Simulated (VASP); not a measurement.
**KTaO3: single point with LDA**

The system is KTaO3.

```xyz
5
Lattice="3.9883 0.0000 0.0000 0.0000 3.9883 0.0000 0.0000 0.0000 3.8687" Properties=species:S:1:pos:R:3 pbc="T T T"
K     1.9942    1.9942    1.9343
Ta    0.0000    0.0000    0.0000
O     1.9942    0.0000    0.0000
O     0.0000    1.9942    0.0000
O     0.0000    0.0000    1.9343
```

This cell differs from its parent crystal: zz strain of -3 %.

```
Program             : VASP 6.6.1
Task                : single point
Functional          : LDA
Potentials or basis : VASP PAW LDA potentials, release 64 (K_sv, Ta_pv, O)
Cutoff              : 520 eV
k mesh              : 5 × 5 × 5
Occupations         : fermi-dirac, width 0.01 eV
Spin                : no spin polarisation
```

- Pressure: 2.4 GPa
- Band gap on the k mesh: 2.16 eV, indirect (least direct gap 2.61 eV)

Stress tensor (GPa, compression positive):
```
-2.04  0.00  0.00
 0.00 -2.04  0.00
 0.00  0.00 11.40
```

Levels at points of the mesh, in eV from the valence-band top:
```
           k point  band 16  band 17  band 18  band 19  band 20  band 21  band 22  band 23
(0.00, 0.00, 0.00)    -0.90    -0.50    -0.50    -0.46     2.16     2.21     2.21     6.63
```

Wall time 22 s on 1 thread of Intel(R) Xeon(R) Platinum 8488C (Sapphire Rapids), with other jobs on the host, peak memory 0.16 GiB.

Caveat: the cell differs from its parent crystal (zz strain of -3 %); spin-orbit coupling is left out, which moves the levels of the heavy elements. A k mesh can miss the band edges.
